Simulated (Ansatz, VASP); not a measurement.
## CdSe: VASP beside Ansatz

The input INCAR:

```
PREC     = Accurate       # precision mode
ENCUT    = 520            # plane-wave cutoff, eV
EDIFF    = 1E-6           # SCF threshold, eV
ISMEAR   = 0              # smearing method
SIGMA    = 0.05           # smearing width, eV
LREAL    = False          # projectors in reciprocal space
LASPH    = True           # aspherical terms in the spheres
NELM     = 80             # most SCF steps
ALGO     = Normal         # electronic algorithm
ISIF     = 2              # what is computed and relaxed
LWAVE    = False          # write WAVECAR
LCHARG   = False          # write CHGCAR
GGA      = PE             # functional
NBANDS   = 26             # bands
```

Contents of KPOINTS:

```
Automatic mesh
0
Gamma
  6 6 4
```

File POSCAR:

```
CdSe
1.0
    4.2984999142      0.0000000000      0.0000000000
   -2.1492499571      3.7226101239      0.0000000000
    0.0000000000      0.0000000000      7.0152000000
Cd Se
2 2
Direct
    0.5619789828      0.3333333333      0.0641464249
    0.3333333333      0.6666666667      0.5000000000
    0.6666666667      0.3333333333      0.3750000000
    0.3333333333      0.6666666667      0.8750000000
```

Input for Ansatz:

```yaml
crystal:
  lattice:
    - [4.2984999142, 0.0, 0.0]
    - [-2.1492499571, 3.7226101239, 0.0]
    - [0.0, 0.0, 7.0152]
  atoms:
    - { symbol: Cd, position: [0.5619789828, 0.3333333333, 0.0641464249] }
    - { symbol: Cd, position: [0.3333333333, 0.6666666667, 0.5] }
    - { symbol: Se, position: [0.6666666667, 0.3333333333, 0.375] }
    - { symbol: Se, position: [0.3333333333, 0.6666666667, 0.875] }
basis:
  ecutwfc: 420
kpoints:
  mp_grid: { grid: [6, 6, 4] }
hamiltonian:
  xc: pbe
scf:
  occupations: { method: gaussian, width: 0.05 }
output:
  forces: true
  stress: true
  eigenvalues: true
```

Alike in both runs: task single point; functional PBE; k mesh 6 × 6 × 4; occupations gaussian, width 0.05 eV; no spin polarisation.

|  | VASP | Ansatz |
| --- | --- | --- |
| version | VASP 6.6.1 | Ansatz 0.2.0 |
| potentials or method | VASP PAW PBE potentials, release 64 (Cd, Se), cutoff 520 eV | scalar-relativistic, plane waves, PAW |
| valence electrons in the cell | 36 | 72 |

|  | VASP | Ansatz | Ansatz less VASP |
| --- | --- | --- | --- |
| gap on the k mesh at the Fermi level (eV) | 0.23 | 0.24 | +0.007 |
| least direct gap on the mesh (eV) | 0.23 | 0.24 | +0.007 |
| pressure (GPa) | 7.3 | 6.8 | -0.45 |
| traceless stress, the component that is largest in VASP (GPa) | 8.61 | 8.30 | -0.310 |
| rms of the force components (eV/Å) | 1.981 | 1.923 | -0.0577 |

Atom by atom the forces differ by 0.058 eV/Å (rms over components). With one functional, cell and mesh, what is left measures potentials, basis and numerics. VASP's potentials hold 36 valence electrons a cell and Ansatz's 72, so a difference there can come from the potentials and not from the codes.
